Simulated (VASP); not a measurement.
Set up this calculation in VASP 6.6.1, as the native input.

* Task: single point
* Functional: PBE
* Potentials or basis: VASP PAW PBE potentials, release 64 (Pd)
* Cutoff: 520 eV
* k mesh: 20 × 20 × 20
* Occupations: fermi-dirac, width 0.05 eV
* Spin: no spin polarisation
* Dipole correction: no
* Further INCAR settings: ALGO = Normal; EDIFF = 1e-06; NBANDS = 11

The structure of Pd lies in POSCAR:

```
Pd
1.0
    0.0000000000      1.6562343294      1.6562343294
    1.6562343294      0.0000000000      1.6562343294
    1.6562343294      1.6562343294      0.0000000000
Pd
1
Direct
    0.0000000000      0.0000000000      0.0000000000
```

The input as run:

INCAR

```
SYSTEM = Pd
  PREC = Accurate
  ENCUT = 520
  EDIFF = 1E-6
  ISMEAR = -1
  SIGMA = 0.05
  LREAL = .FALSE.
  LASPH = .TRUE.
  NELM = 80
  ALGO = Normal
  ISIF = 2
  LWAVE = .FALSE.
  LCHARG = .FALSE.
  GGA = PE
  NBANDS = 11
```

KPOINTS

```
Automatic mesh
0
G
  20 20 20
  0 0 0
```

Potentials or basis: VASP PAW PBE potentials, release 64 (Pd).

Run with:

```sh
$ cat potpaw_PBE.64/Pd/POTCAR > POTCAR
$ mpirun -np 1 vasp_std > vasp.out
```

Results of the run:

- Pressure: 350.6 GPa
- Band gap on the k mesh: zero (bands 5 and 6 overlap by 3.65 eV)

Caveat: the cell stands under pressure.

It took 17 s on 1 thread of AMD EPYC 9R14 (Zen 4), on a shared host, peak memory 0.11 GiB.
